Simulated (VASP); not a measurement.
Crystal: SnSe.

```
Sn Se
1.0
     0.00000    3.01000    3.01000
     3.01000    0.00000    3.01000
     3.01000    3.01000    0.00000
Sn Se
1 1
Direct
  0.00000 0.00000 0.00000
  0.50000 0.50000 0.50000
```

Base run:

| Property | Result |
| --- | --- |
| Program | VASP 6.6.1 |
| Functional | PBE |
| Potentials or basis | VASP PAW PBE potentials, release 64 (Sn_d, Se) |
| Cutoff | 520 eV |
| k mesh | 9 × 9 × 9 |
| Occupations | fermi-dirac, width 0.01 eV |
| Spin | no spin polarisation |

Its results: pressure 1.0 GPa.

Task: After a change of settings the same cell gave: pressure -1.1 GPa. Which change was it?
A. occupations from fermi-dirac, width 0.01 eV to fermi-dirac, width 0.02 eV; further incar settings from ALGO = Normal; EDIFF = 1e-06; NBANDS = 17 to ALGO = Normal; EDIFF = 1e-08; NBANDS = 17
B. occupations from fermi-dirac, width 0.01 eV to tetrahedron
C. dispersion from none to D3(BJ)
D. occupations from fermi-dirac, width 0.01 eV to fermi-dirac, width 0.28 eV

Result: C.

Dispersion adds attraction, which lowers the pressure at fixed volume and, as a term added to the energy, leaves the levels alone.

Caveats: spin-orbit coupling is left out, which moves the levels of the heavy elements.
